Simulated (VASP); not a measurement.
# LiCl (Fm-3m) in VASP: notebook

LiCl is run at these levels: LDA; tasks: single point.

All numbers are computed with VASP 6.6.1; they aren't measurements. Logs are shortened: lines on timing, memory, paths and dates and some standing lists are left out, and cuts for length are marked.

## 1. The cell of the first run

It takes space group Fm-3m (No. 225, cubic). Conventional cell: a = 5.130 Å, b = 5.130 Å, c = 5.130 Å, α = 90.00°, β = 90.00°, γ = 90.00°. Within 3.4 Å of Li (site symmetry m-3m) lie 6 Cl at 2.56 Å. Within 3.4 Å of Cl (site symmetry m-3m) lie 6 Li at 2.56 Å.

## 2. Single point, LDA

The input, INCAR:

```
SYSTEM = LiCl
ALGO = Normal
EDIFF = 1E-6
ENCUT = 750
GGA_COMPAT = .FALSE.
ISIF = 2
ISMEAR = 0
LASPH = .TRUE.
LCHARG = .TRUE.
LELF = .TRUE.
LREAL = .FALSE.
LVHAR = .TRUE.
LWAVE = .FALSE.
NBANDS = 12
NELM = 120
PREC = Accurate
SIGMA = 0.01
```

The input, KPOINTS:

```
k-points
0
G
  3 3 3
  0 0 0
```

The input, POSCAR:

```
LiCl
1.0
    0.0000000000      2.5647700000      2.5647700000
    2.5647700000      0.0000000000      2.5647700000
    2.5647700000      2.5647700000      0.0000000000
Li Cl
1 1
Direct
    0.0000000000      0.0000000000      0.0000000000
    0.5000000000      0.5000000000      0.5000000000
```

Potentials or basis: VASP PAW LDA potentials, release 64 (Li_sv, Cl).

The run is started by

```console
$ cat potpaw_LDA.64/Li_sv/POTCAR potpaw_LDA.64/Cl/POTCAR > POTCAR
$ mpirun -np 1 vasp_std > vasp.out
```

OUTCAR:

```text
SYSTEM = LiCl
   EDIFF = 1E-6
   ENCUT = 750
   ISIF = 2
   ISMEAR = 0
   LASPH = .TRUE.
   LREAL = .FALSE.
   NELM = 120
   PREC = Accurate

 ion  position               nearest neighbor table
   1  0.000  0.000  0.000-   2 2.56   2 2.56   2 2.56   2 2.56   2 2.56   2 2.56
   2  0.500  0.500  0.500-   1 2.56   1 2.56   1 2.56   1 2.56   1 2.56   1 2.56

  LATTYP: Found a face centered cubic cell.
 ALAT       =     5.1295400000

  Lattice vectors:

 A1 = (   0.0000000000,   2.5647700000,   2.5647700000)
 A2 = (   2.5647700000,   0.0000000000,   2.5647700000)
 A3 = (   2.5647700000,   2.5647700000,   0.0000000000)

Analysis of symmetry for initial positions (statically):
=====================================================================
 Subroutine PRICEL returns:
 Original cell was already a primitive cell.

 Routine SETGRP: Setting up the symmetry group for a
 face centered cubic supercell.

 Subroutine GETGRP returns: Found 48 space group operations
 (whereof 48 operations were pure point group operations)
 out of a pool of 48 trial point group operations.

The static configuration has the point symmetry O_h .

Analysis of symmetry for dynamics (positions and initial velocities):
=====================================================================
 Subroutine PRICEL returns:
 Original cell was already a primitive cell.

 Routine SETGRP: Setting up the symmetry group for a
 face centered cubic supercell.

 Subroutine GETGRP returns: Found 48 space group operations
 (whereof 48 operations were pure point group operations)
 out of a pool of 48 trial point group operations.

The dynamic configuration has the point symmetry O_h .

 Subroutine INISYM returns: Found 48 space group operations
 (whereof 48 operations are pure point group operations),
 and found     1 'primitive' translations

----------------------------------------------------------------------------------------

                                     Primitive cell

  volume of cell :      33.7423

  direct lattice vectors                    reciprocal lattice vectors
     0.000000000  2.564770000  2.564770000    -0.194949255  0.194949255  0.194949255
     2.564770000  0.000000000  2.564770000     0.194949255 -0.194949255  0.194949255
     2.564770000  2.564770000  0.000000000     0.194949255  0.194949255 -0.194949255

  length of vectors
     3.627132518  3.627132518  3.627132518     0.337662014  0.337662014  0.337662014

  position of ions in fractional coordinates (direct lattice)
     0.000000000  0.000000000  0.000000000
     0.500000000  0.500000000  0.500000000

  ion indices of the primitive-cell ions
   primitive index   ion index
                 1           1
                 2           2

----------------------------------------------------------------------------------------

 KPOINTS: k-points

Automatic generation of k-mesh.
 Grid dimensions read from file:
 generate k-points for:    3    3    3

 Generating k-lattice:

  Cartesian coordinates                     Fractional coordinates (reciprocal lattice)
    -0.064983085  0.064983085  0.064983085     0.333333333  0.000000000  0.000000000
     0.064983085 -0.064983085  0.064983085     0.000000000  0.333333333  0.000000000
     0.064983085  0.064983085 -0.064983085     0.000000000  0.000000000  0.333333333

  Length of vectors
     0.112554005  0.112554005  0.112554005

  Shift w.r.t. Gamma in fractional coordinates (k-lattice)
     0.000000000  0.000000000  0.000000000

 Subroutine IBZKPT returns following result:
 ===========================================

 Found      4 irreducible k-points:

 Following reciprocal coordinates:
            Coordinates               Weight
  0.000000  0.000000  0.000000      1.000000
  0.333333  0.000000  0.000000      8.000000
  0.333333  0.333333  0.000000      6.000000
 -0.333333  0.333333  0.000000     12.000000
   k-points           NKPTS =      4   k-points in BZ     NKDIM =      4   number of bands    NBANDS=     12
   number of dos      NEDOS =    301   number of ions     NIONS =      2
   total plane-waves  NPLWV =  32768
   dimension x,y,z NGX =    32 NGY =   32 NGZ =   32
   dimension x,y,z NGXF=    64 NGYF=   64 NGZF=   64
   ions per type =               1   1
   NGX,Y,Z   is equivalent  to a cutoff of  14.67, 14.67, 14.67 a.u.
   NGXF,Y,Z  is equivalent  to a cutoff of  29.33, 29.33, 29.33 a.u.
 SYSTEM =  LiCl
   PREC   = accura    normal or accurate (medium, high low for compatibility)
   ISTART =      0    job   : 0-new  1-cont  2-samecut
   ICHARG =      2    charge: 1-file 2-atom 10-const
   ISPIN  =      1    spin polarized calculation?
   LNONCOLLINEAR =      F non collinear calculations
   LSORBIT =      F    spin-orbit coupling
   LASPH  =      T    aspherical Exc in radial PAW
   ENCUT  =  750.0 eV  55.12 Ry    7.42 a.u.   8.10  8.10  8.10*2*pi/ulx,y,z
   NELM   =    120;   NELMIN=  2; NELMDL= -5     # of ELM steps
   EDIFF  = 0.1E-05   stopping-criterion for ELM
   LREAL  =      F    real-space projection
   EDIFFG = 0.1E-04   stopping-criterion for IOM
   NSW    =      0    number of steps for IOM
   IBRION =     -1    ionic relax: 0-MD 1-quasi-New 2-CG
   NFREE  =      0    steps in history (QN), initial steepest desc. (CG)
   ISIF   =      2    stress and relaxation
   ISYM   =      2    0-nonsym 1-usesym 2-fastsym
   POTIM  = 0.5000    time-step for ionic-motion
   TEBEG  =    0.0;   TEEND  =   0.0 temperature during run
   PSTRESS=    0.0 pullay stress
   NELECT =      10.0000    total number of electrons
   NUPDOWN=      -1.0000    fix difference up-down
   EMIN   =  10.00;   EMAX   =-10.00  energy-range for DOS
   EFERMI =   0.00;   METHOD = LEGACY
   ISMEAR =     0;   SIGMA  =   0.01  broadening in eV -4-tet -1-fermi 0-gaus
   EFERMI_NEDOS =   21; number of points for ismear=-14 and -15
   IALGO  =     38    algorithm
   IMIX   =      4    mixing-type and parameters
     AMIX     =   0.40;   BMIX     =  1.00
     AMIX_MAG =   1.60;   BMIX_MAG =  1.00
  volume/ion in A,a.u.               =      16.87       113.85
  Fermi-wavevector in a.u.,A,eV,Ry     =   1.091482  2.062601 16.209056  1.191332
  Thomas-Fermi vector in A             =   2.227728
   LORBIT       =      0    0 simple, 1 ext, 2 COOP (PROOUT), +10 PAW based schemes
   GGA     = CA    functional components
   LHFCALC =     F    Hartree Fock is set to
   AEXX    =    0.0000 exact exchange contribution
   IVDW    =     0    specifies the selected vdW correction
   LEPSILON=     F    determine dielectric tensor
   LRPA    =     F    only Hartree local field effects (RPA)
 non-spin polarized calculation
 Gauss-broadening in eV      SIGMA  =   0.01
  energy-cutoff  :      750.00
  volume of cell :       33.74
 maximum number of plane-waves:      1591
   NGX = 17   NGY = 17   NGZ = 17

 number of electron      10.0000002 magnetization

 Free energy of the ion-electron system (eV)
  ---------------------------------------------------
  ext. energy  EPLUGINS =         0.00000000
  ---------------------------------------------------
  free energy    TOTEN  =        -7.99990877 eV

  energy without entropy =       -7.99990877  energy(sigma->0) =       -7.99990877

 E-fermi :   0.5780     XC(G=0):  -9.1553

 val. band max:        0.4933139872   @ k =   0.0000   0.0000   0.0000
 cond. band min:       6.4641894608   @ k =   0.0000   0.0000   0.0000
 fundamental gap:      5.9708754736
 Fermi energy:         0.5780481577

 k-point     1 :       0.0000    0.0000    0.0000
  band No.  band energies     occupation
      1     -42.0317      2.00000
      2     -12.8311      2.00000
      3       0.4933      2.00000
      4       0.4933      2.00000
      5       0.4933      2.00000
      6       6.4642      0.00000
      7      12.2019      0.00000
      8      12.2019      0.00000
      9      12.2019      0.00000
     10      14.5630      0.00000
     11      14.5630      0.00000
     12      14.5630      0.00000

 k-point     2 :       0.3333    0.0000    0.0000
  band No.  band energies     occupation
      1     -42.0293      2.00000
      2     -12.4018      2.00000
      3      -1.8098      2.00000
      4       0.2927      2.00000
      5       0.2927      2.00000
      6       7.1834      0.00000
      7      10.2173      0.00000
      8      10.2173      0.00000
      9      11.9044      0.00000
     10      15.3959      0.00000
     11      15.3959      0.00000
     12      16.0704      0.00000

 k-point     3 :       0.3333    0.3333    0.0000
  band No.  band energies     occupation
      1     -42.0285      2.00000
      2     -12.2282      2.00000
      3      -1.7997      2.00000
      4      -0.3951      2.00000
      5      -0.3951      2.00000
      6       8.5828      0.00000
      7       9.0407      0.00000
      8      10.7104      0.00000
      9      13.2862      0.00000
     10      13.2862      0.00000
     11      16.6477      0.00000
     12      19.1746      0.00000

 k-point     4 :      -0.3333    0.3333    0.0000
  band No.  band energies     occupation
      1     -42.0277      2.00000
      2     -12.0561      2.00000
      3      -1.7812      2.00000
      4      -1.6150      2.00000
      5      -0.1777      2.00000
      6       8.2956      0.00000
      7      10.8151      0.00000
      8      11.1381      0.00000
      9      11.1833      0.00000
     10      14.6735      0.00000
     11      16.4429      0.00000
     12      18.5701      0.00000

------------------------ aborting loop because EDIFF is reached ----------------------------------------

  FORCE on cell =-STRESS in cart. coord.  units (eV):
  Direction    XX          YY          ZZ          XY          YZ          ZX
  --------------------------------------------------------------------------------------
  -------------------------------------------------------------------------------------
  Total       -0.5312453     -0.5312453     -0.5312453     -0.0000000     -0.0000000     -0.0000000
  in kB      -25.2249578    -25.2249578    -25.2249578     -0.0000000     -0.0000000     -0.0000000
  external PRESSURE =     -25.2249578 kB  Pullay stress =       0.0000000 kB

 VOLUME and BASIS-vectors are now :
 -----------------------------------------------------------------------------
  energy-cutoff  :      750.00
  volume of cell :       33.74
      direct lattice vectors                 reciprocal lattice vectors
     0.000000000  2.564770000  2.564770000    -0.194949255  0.194949255  0.194949255
     2.564770000  0.000000000  2.564770000     0.194949255 -0.194949255  0.194949255
     2.564770000  2.564770000  0.000000000     0.194949255  0.194949255 -0.194949255

 POSITION                                       TOTAL-FORCE (eV/Angst)
 -----------------------------------------------------------------------------------
      0.00000      0.00000      0.00000         0.000000     -0.000000     -0.000000
      2.56477      2.56477      2.56477        -0.000000      0.000000      0.000000
 -----------------------------------------------------------------------------------
    total drift:                               -0.000000     -0.000000      0.000000

  FREE ENERGIE OF THE ION-ELECTRON SYSTEM (eV)
  ---------------------------------------------------
  free  energy   TOTEN  =        -7.9999087654 eV

  energy  without entropy=       -7.9999087654  energy(sigma->0) =       -7.99990877
```

Run time: 6 s. Hardware: 1 thread of AMD EPYC 7R43 (Zen 3), shared host; peak memory 0.11 GiB.

Results:

* Free energy: -7.9999 eV
* Pressure: -2.5 GPa
* Band gap on the k mesh: 5.97 eV, direct

Caveat: the k points lie up to 0.71 Å⁻¹ apart.

## 3. Single point, LDA

The input, INCAR:

```
SYSTEM = LiCl
  PREC = Accurate
  ENCUT = 750
  EDIFF = 1E-6
  ISMEAR = 0
  SIGMA = 0.01
  LREAL = .False.
  LASPH = .True.
  NELM = 120
  ALGO = Normal
  ISIF = 2
  LWAVE = .False.
  LCHARG = .False.
  NBANDS = 12
  GGA_COMPAT = .False.
```

The input, KPOINTS:

```
regular mesh
0
Gamma
  4 4 4
  0 0 0
```

POSCAR is that of step 2.

Potentials or basis: VASP PAW LDA potentials, release 64 (Li_sv, Cl).

The run is started by

```console
$ cat potpaw_LDA.64/Li_sv/POTCAR potpaw_LDA.64/Cl/POTCAR > POTCAR
$ mpirun -np 1 vasp_std > vasp.out
```

OUTCAR:

```text
SYSTEM = LiCl
   PREC = Accurate
   ENCUT = 750
   EDIFF = 1E-6
   ISMEAR = 0
   LREAL = .False.
   LASPH = .True.
   NELM = 120
   ISIF = 2

 ion  position               nearest neighbor table
   1  0.000  0.000  0.000-   2 2.56   2 2.56   2 2.56   2 2.56   2 2.56   2 2.56
   2  0.500  0.500  0.500-   1 2.56   1 2.56   1 2.56   1 2.56   1 2.56   1 2.56

  LATTYP: Found a face centered cubic cell.
 ALAT       =     5.1295400000

  Lattice vectors:

 A1 = (   0.0000000000,   2.5647700000,   2.5647700000)
 A2 = (   2.5647700000,   0.0000000000,   2.5647700000)
 A3 = (   2.5647700000,   2.5647700000,   0.0000000000)

Analysis of symmetry for initial positions (statically):
=====================================================================
 Subroutine PRICEL returns:
 Original cell was already a primitive cell.

 Routine SETGRP: Setting up the symmetry group for a
 face centered cubic supercell.

 Subroutine GETGRP returns: Found 48 space group operations
 (whereof 48 operations were pure point group operations)
 out of a pool of 48 trial point group operations.

The static configuration has the point symmetry O_h .

Analysis of symmetry for dynamics (positions and initial velocities):
=====================================================================
[... 158 lines left out ...]
      9      12.1903      0.00000
     10      14.5634      0.00000
     11      14.5634      0.00000
     12      14.5634      0.00000
[... 91 lines left out ...]
 k-point     8 :      -0.2500    0.5000    0.2500
  band No.  band energies     occupation
      1     -42.0068      2.00000
      2     -12.0305      2.00000
      3      -1.7426      2.00000
      4      -1.7426      2.00000
      5      -0.6341      2.00000
      6       9.7807      0.00000
      7      10.2672      0.00000
      8      10.6230      0.00000
      9      10.6230      0.00000
     10      16.0711      0.00000
     11      16.0711      0.00000
     12      19.1451      0.00000

------------------------ aborting loop because EDIFF is reached ----------------------------------------

  FORCE on cell =-STRESS in cart. coord.  units (eV):
  Direction    XX          YY          ZZ          XY          YZ          ZX
  --------------------------------------------------------------------------------------
  -------------------------------------------------------------------------------------
  Total       -0.6683954     -0.6683954     -0.6683954      0.0000000     -0.0000000     -0.0000000
  in kB      -31.7372136    -31.7372136    -31.7372136      0.0000000     -0.0000000     -0.0000000
  external PRESSURE =     -31.7372136 kB  Pullay stress =       0.0000000 kB

 VOLUME and BASIS-vectors are now :
 -----------------------------------------------------------------------------
  energy-cutoff  :      750.00
  volume of cell :       33.74
      direct lattice vectors                 reciprocal lattice vectors
     0.000000000  2.564770000  2.564770000    -0.194949255  0.194949255  0.194949255
     2.564770000  0.000000000  2.564770000     0.194949255 -0.194949255  0.194949255
     2.564770000  2.564770000  0.000000000     0.194949255  0.194949255 -0.194949255

 POSITION                                       TOTAL-FORCE (eV/Angst)
 -----------------------------------------------------------------------------------
      0.00000      0.00000      0.00000         0.000000      0.000000      0.000000
      2.56477      2.56477      2.56477         0.000000      0.000000      0.000000
 -----------------------------------------------------------------------------------
    total drift:                               -0.000000     -0.000000      0.000000

  FREE ENERGIE OF THE ION-ELECTRON SYSTEM (eV)
  ---------------------------------------------------
  free  energy   TOTEN  =        -8.0517804676 eV

  energy  without entropy=       -8.0517804676  energy(sigma->0) =       -8.05178047
```

It took 7.7 s on 1 thread of AMD EPYC 7R43 (Zen 3), shared host; peak memory 0.11 GiB.

What came out:

```
Free energy            : -8.0518 eV
Pressure               : -3.2 GPa
Band gap on the k mesh : 5.99 eV, direct
```

Levels at points of the mesh, in eV from the valence-band top:
| k point | band 2 | band 3 | band 4 | band 5 | band 6 | band 7 | band 8 | band 9 |
| --- | --- | --- | --- | --- | --- | --- | --- | --- |
| (0.00, 0.00, 0.00) | -13.33 | 0.00 | 0.00 | 0.00 | 5.99 | 11.73 | 11.73 | 11.73 |
| (0.50, 0.00, 0.00) | -12.74 | -2.90 | -0.26 | -0.26 | 6.41 | 9.21 | 9.21 | 12.65 |
| (0.50, 0.50, 0.00) | -12.48 | -3.00 | -1.14 | -1.14 | 7.62 | 8.00 | 12.09 | 13.72 |

Caveat: the k points lie up to 0.53 Å⁻¹ apart.
